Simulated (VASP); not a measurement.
Here is a VASP 6.6.1 calculation.

Contents of INCAR:

```
  ALGO = Normal
  EDIFF = 1E-6
  ENCUT = 520
  GGA = PE
  ISIF = 2
  ISMEAR = -1
  LASPH = T
  LCHARG = F
  LREAL = F
  LWAVE = F
  NBANDS = 15
  NELM = 60
  PREC = Accurate
  SIGMA = 0.05
```

File KPOINTS:

```
k-points
0
Gamma
  4 4 4
```

POSCAR

```
KCl
1.0
    0.0000000000      3.1464700000      3.1464700000
    3.1464700000      0.0000000000      3.1464700000
    3.1464700000      3.1464700000      0.0000000000
K Cl
1 1
Direct
    0.0000000000      0.0000000000      0.0000000000
    0.5000000000      0.5000000000      0.5000000000
```

Potentials or basis: VASP PAW PBE potentials, release 64 (K_sv, Cl).

Command:

```sh
$ cat potpaw_PBE.64/K_sv/POTCAR potpaw_PBE.64/Cl/POTCAR > POTCAR
$ mpirun -np 1 vasp_std > vasp.out
```

(1) Predict the pressure.

(2) Predict the band gap on the k mesh.

## Answers

(1) 0.8 GPa.

(2) 5.19 eV.

Caveat: the k points lie up to 0.43 Å⁻¹ apart.
